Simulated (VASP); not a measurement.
A run of VASP 6.6.1 is set up as follows.

The input INCAR:

```
SYSTEM = SeS4
  PREC = Accurate
  ENCUT = 600
  EDIFF = 1E-6
  ISMEAR = 0
  SIGMA = 0.1
  LREAL = .FALSE.
  LASPH = .TRUE.
  NELM = 100
  ALGO = Normal
  ISIF = 3
  LWAVE = .FALSE.
  LCHARG = .FALSE.
  GGA = PE
  IBRION = 2
  NSW = 100
  EDIFFG = -0.01
```

File KPOINTS:

```
Automatic mesh
0
G
  8 8 8
  0 0 0
```

File POSCAR:

```
SeS4
1.0
    4.6705846531      0.0000000000      0.0000000000
    0.0000000000      4.6705846531      0.0000000000
    0.0000000000      0.0000000000      4.6705846531
Se S
1 4
Direct
    0.0000000000      0.0000000000      0.0000000000
    0.3099070947      0.6900929053      0.6900929053
    0.6900929053      0.3099070947      0.6900929053
    0.6900929053      0.6900929053      0.3099070947
    0.3099070947      0.3099070947      0.3099070947
```

Potentials or basis: VASP PAW PBE potentials, release 64 (Se, S).

The run is started by

```bash
$ cat potpaw_PBE.64/Se/POTCAR potpaw_PBE.64/S/POTCAR > POTCAR
$ mpirun -np 1 vasp_std > vasp.out
```

Estimate the space group after relaxing (to 0.1 Å).

P-43m (No. 215).

Predict the relaxed volume.

20.29 Å³/atom.

Predict the relaxed cell.

a = 4.664 Å, b = 4.664 Å, c = 4.664 Å, α = 90.00°, β = 90.00°, γ = 90.00°.

Estimate the band gap on the k mesh.

zero (bands 15 and 16 overlap by 1.25 eV).

Forces on the atoms (eV/Å):
```
Se   0.000  0.000  0.000
S   -0.006  0.006  0.006
S    0.006 -0.006  0.006
S    0.006  0.006 -0.006
S   -0.006 -0.006 -0.006
```
